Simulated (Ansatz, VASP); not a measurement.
## One calculation of TaN, two programs

File POSCAR:

```
TaN
1.0
    0.0000000000      2.3665051011      2.3665051011
    2.3665051011      0.0000000000      2.3665051011
    2.3665051011      2.3665051011      0.0000000000
Ta N
1 1
Direct
    0.0000000000      0.0000000000      0.0000000000
    0.2500000000      0.2500000000      0.2500000000
```

File INCAR.step1:

```
SYSTEM = TaN
ALGO = Normal
EDIFF = 1E-5
ENCUT = 660
GGA = PE
GGA_COMPAT = .False.
ISMEAR = 1
ISPIN = 2
LASPH = .True.
LCHARG = .False.
LMAXMIX = 4
LREAL = .False.
LWAVE = .True.
MAGMOM = 2 0
NBANDS = 19
NELM = 200
PREC = Accurate
SIGMA = 0.005
```

File INCAR.step2:

```
SYSTEM = TaN
ALGO = Normal
EDIFF = 1E-6
ENCUT = 660
GGA_COMPAT = .False.
ISIF = 2
ISMEAR = 1
ISPIN = 2
ISTART = 1
LASPH = .True.
LCHARG = .False.
LMAXMIX = 4
LMIXTAU = .True.
LORBIT = 11
LREAL = .False.
LWAVE = .False.
MAGMOM = 2 0
METAGGA = R2SCAN
NBANDS = 19
NELM = 200
PREC = Accurate
SIGMA = 0.005
```

Contents of KPOINTS:

```
k-points
0
Gamma
  12 12 12
  0 0 0
```

Input for Ansatz:

```yaml
crystal:
  lattice:
    - [0.0, 2.3665051011, 2.3665051011]
    - [2.3665051011, 0.0, 2.3665051011]
    - [2.3665051011, 2.3665051011, 0.0]
  atoms:
    - { symbol: Ta, position: [0.0, 0.0, 0.0], spin: 2.0 }
    - { symbol: "N", position: [0.25, 0.25, 0.25] }
basis:
  ecutwfc: 500
  ecutrho_ratio: 4
kpoints:
  mp_grid: { grid: [12, 12, 12] }
hamiltonian:
  xc: r2scan
scf:
  occupations: { method: cold, width: 0.005 }
  algorithm: density_mixing
output:
  forces: true
  stress: true
magnetization:
  spin_polarized: true
```

Alike in both runs: task single point; functional r2SCAN; k mesh 12 × 12 × 12; collinear spin.

```csv
,VASP,Ansatz
version,VASP 6.6.1,Ansatz 0.2.0
potentials or method,"VASP PAW PBE potentials, release 64 (Ta_pv, N), cutoff 660 eV","scalar-relativistic, plane waves, PAW"
occupations,"methfessel-paxton of order 1, width 0.005 eV","cold, width 0.005 eV"
valence electrons in the cell,16,18
```

VASP gave:

* pressure (GPa): 1.1
* net moment per atom (μB): 0.00

Which values does Ansatz return?

Pressure (GPa): 0.0; net moment per atom (μB): 0.00.

VASP's potentials were made for PBE, not for r2SCAN. VASP's potentials hold 16 valence electrons a cell and Ansatz's 18, so a difference there can come from the potentials and not from the codes. Ansatz's warnings: seeded moment not kept, stability check not made.

Neither program's run includes spin-orbit coupling.
